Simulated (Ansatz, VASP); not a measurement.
## Two plane-wave programs on WSe2

Contents of INCAR:

```
SYSTEM = WSe2
PREC = Accurate ; ENCUT = 520
EDIFF = 1E-6 ; ISMEAR = 0
SIGMA = 0.05 ; LREAL = .False.
LASPH = .True. ; NELM = 100
ALGO = Normal ; ISIF = 2
LWAVE = .False. ; LCHARG = .True.
LDIPOL = .True. ; IDIPOL = 3
DIPOL = 0.5 0.5 0.420 ; GGA = PE
IVDW = 12 ; LELF = .True.
LVHAR = .True. ; LVACPOTAV = .True.
NBANDS = 35
```

KPOINTS

```
Automatic mesh
0
Gamma
  9 9 1
  0 0 0
```

The input POSCAR:

```
WSe2
1.0
    3.2854929709      0.0000000000      0.0000000000
   -1.6427464855      2.8453203767      0.0000000000
    0.0000000000      0.0000000000     24.2386466774
Se W
4 2
Direct
    0.3333333333      0.6666666667      0.1856539294
    0.3333333333      0.6666666667      0.3246601777
    0.7777777778      0.2222222222      0.5148523144
    0.7777777778      0.2222222222      0.6538585627
    0.6666666667      0.3333333333      0.2551570536
    1.1111111111     -0.1111111111      0.5843554385
```

Input for Ansatz:

```yaml
crystal:
  lattice:
    - [3.2854929709, 0.0, 0.0]
    - [-1.6427464855, 2.8453203767, 0.0]
    - [0.0, 0.0, 24.2386466774]
  atoms:
    - { symbol: Se, position: [0.3333333333, 0.6666666667, 0.1856539294] }
    - { symbol: W, position: [0.6666666667, 0.3333333333, 0.2551570536] }
    - { symbol: Se, position: [0.3333333333, 0.6666666667, 0.3246601777] }
    - { symbol: Se, position: [0.7777777778, 0.2222222222, 0.5148523144] }
    - { symbol: W, position: [1.1111111111, -0.1111111111, 0.5843554385] }
    - { symbol: Se, position: [0.7777777778, 0.2222222222, 0.6538585627] }
basis:
  ecutwfc: 420
kpoints:
  mp_grid: { grid: [9, 9, 1] }
hamiltonian:
  xc: pbe
  pseudopotentials: { kind: paw, azcp: { folder: soft_1 } }
  dispersion: d3bj
scf:
  occupations: { method: gaussian, width: 0.05 }
output:
  forces: true
  eigenvalues: true
  write_density: true
  write_potential: true
  elf: true
  volumetric_format: npy
efield:
  axis: 3
  dipole_correction: true
  ramp_width: 0.04
```

Alike in both runs: task single point; functional PBE; dispersion D3(BJ); k mesh 9 × 9 × 1; occupations gaussian, width 0.05 eV; no spin polarisation.

```csv
,VASP,Ansatz
version,VASP 6.6.1,Ansatz 0.2.0
potentials or method,"VASP PAW PBE potentials, release 64 (Se, W_sv), cutoff 520 eV","scalar-relativistic, plane waves, PAW"
valence electrons in the cell,52,92
```

|  | VASP | Ansatz | Ansatz less VASP |
| --- | --- | --- | --- |
| gap on the k mesh at the Fermi level (eV) | 1.65 | 1.65 | -0.001 |
| least direct gap on the mesh (eV) | 1.67 | 1.67 | +0.004 |
| rms of the force components (eV/Å) | 0.041 | 0.024 | -0.0179 |

VASP's potentials hold 52 valence electrons a cell and Ansatz's 92, so a difference there can come from the potentials and not from the codes. Ansatz's warnings: xc potential rough in thin density.

Spin-orbit coupling is off throughout.
